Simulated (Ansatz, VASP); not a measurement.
Given: the input of a run of Ansatz 0.2.0 on Au.

The input input.yaml:

```yaml
crystal:
  lattice:
    - [0.0, 2.035, 2.035]
    - [2.035, 0.0, 2.035]
    - [2.035, 2.035, 0.0]
  atoms:
    - { symbol: Au, position: [0.0, 0.0, 0.0] }
hamiltonian:
  xc:
    exchange: hjs_pbesol
    correlation: pbesol
    exx: { coeff: 0.25, omega: 0.207 }
  pseudopotentials: { kind: paw }
kpoints:
  mp_grid: { grid: [6, 6, 6] }
scf:
  occupations: { method: fermi_dirac, width: 0.05 }
output:
  forces: true
  stress: true
  eigenvalues: true
relax:
  f_tol: 0.01
  max_steps: 40
  cell: { stress_tol: 0.05 }
```

Potentials or basis: Ansatz PAW.

Run with:

```console
$ ansatz run input.yaml --threads 2 --pin off --max-ram 5632MiB --backend cpu --events-out ev --progress --plain --runs-dir out
```

Translate it to VASP 6.6.1. Potentials there: VASP PAW PBE potentials, release 64 (Au).

As run (the cutoff follows the program's own potentials):

File POSCAR:

```
Au
1.0
    0.0000000000      2.0350000000      2.0350000000
    2.0350000000      0.0000000000      2.0350000000
    2.0350000000      2.0350000000      0.0000000000
Au
1
Direct
    0.0000000000      0.0000000000      0.0000000000
```

INCAR.step1

```
SYSTEM = Au
PREC = Accurate ; ENCUT = 600
EDIFF = 1E-5 ; ISMEAR = -1
SIGMA = 0.05 ; LREAL = .False.
LASPH = .True. ; NELM = 80
ALGO = Normal ; LWAVE = .True.
LCHARG = .False. ; GGA = PE
NBANDS = 12
```

File INCAR.step2:

```
SYSTEM = Au
PREC = Accurate ; ENCUT = 600
EDIFF = 1E-6 ; ISMEAR = -1
SIGMA = 0.05 ; LREAL = .False.
LASPH = .True. ; NELM = 80
ALGO = Normal ; ISIF = 3
LWAVE = .False. ; LCHARG = .False.
GGA = PS ; LHFCALC = .True.
AEXX = 0.25 ; HFSCREEN = 0.207
PRECFOCK = Normal ; IBRION = 2
NSW = 60 ; EDIFFG = -0.01
ISTART = 1
```

Contents of KPOINTS:

```
regular mesh
0
Gamma
  6 6 6
  0 0 0
```

Potentials or basis: VASP PAW PBE potentials, release 64 (Au).

Command:

```bash
$ cat potpaw_PBE.64/Au/POTCAR > POTCAR
$ cp INCAR.step1 INCAR
$ mpirun -np 1 vasp_std > vasp.out
$ cp INCAR.step2 INCAR
$ mpirun -np 1 vasp_std > vasp.out
```

Both were run:

|  | VASP | Ansatz | Ansatz less VASP |
| --- | --- | --- | --- |
| gap on the k mesh at the Fermi level, each at its own relaxed structure (eV) | none | none | - |
| relaxed volume (Å³/atom) | 17.13 | 17.12 | -0.018 |
| relaxed cell length with the largest relative difference (Å) | 2.894 | 2.893 | -0.0010 |

VASP's potentials were made for PBE, not for PBEsol-based screened hybrid. A gap of «none» marks a metal or a gap that the smearing closes. VASP's potentials hold 11 valence electrons a cell and Ansatz's 19, so a difference there can come from the potentials and not from the codes.

The k mesh is coarse, so the values compare programs but aren't converged. Spin-orbit coupling is off throughout. Noted on Ansatz's run: the plane-wave basis is chosen anew once the cell has moved, so the energies of steps on either side of that aren't comparable.
